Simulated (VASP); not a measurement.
The system is Si2W3.

```
Si W
1.0
     4.66335    0.00000    0.00000
    -2.33168    4.03858    0.00000
     0.00000    0.00000    5.25285
Si W
2 3
Direct
  0.33333 0.66667 0.50000
  0.66667 0.33333 0.50000
  0.33333 0.66667 0.00000
  0.66667 0.33333 0.00000
  0.00000 0.00000 0.00000
```

The cell was generated, and may not be a known phase.

```yaml
Program: VASP 6.6.1
Task: relaxation of cell and atoms
Functional: PBE
Potentials_or_basis: VASP PAW PBE potentials, release 64 (Si, W_sv)
Cutoff: 600 eV
k_mesh: 6 × 6 × 4
Occupations: gaussian, width 0.1 eV
Spin: no spin polarisation
```

At the start: pressure -3.3 GPa; volume 19.79 Å³/atom.

Task: How do energy, volume and symmetry change on relaxing?

Result: Over 6 steps the energy falls by 77.8 meV/atom and the volume is 19.13 Å³/atom (-3.3 %); space group P6/mmm (No. 191, to 0.1 Å) before and after.

The path:
```tsv
step	energy change (eV)	largest force (eV/Å)	pressure (GPa)	volume (Å³)
1	0.0000	0.0000	-3.25	98.93
2	-0.2873	0.0000	4.84	92.92
3	-0.3839	0.0000	1.58	94.69
4	-0.3839	0.0000	1.41	94.78
5	-0.3794	0.0000	-1.96	96.88
6	-0.3889	0.0000	-0.05	95.65
```

Final structure:
```xyz
5
Lattice="4.7352 0.0000 0.0000 -2.3676 4.1008 0.0000 0.0000 0.0000 4.9260" Properties=species:S:1:pos:R:3 pbc="T T T"
Si    0.0000    2.7339    2.4630
Si    2.3676    1.3669    2.4630
W     0.0000    2.7339    0.0000
W     2.3676    1.3669    0.0000
W     0.0000    0.0000    0.0000
```
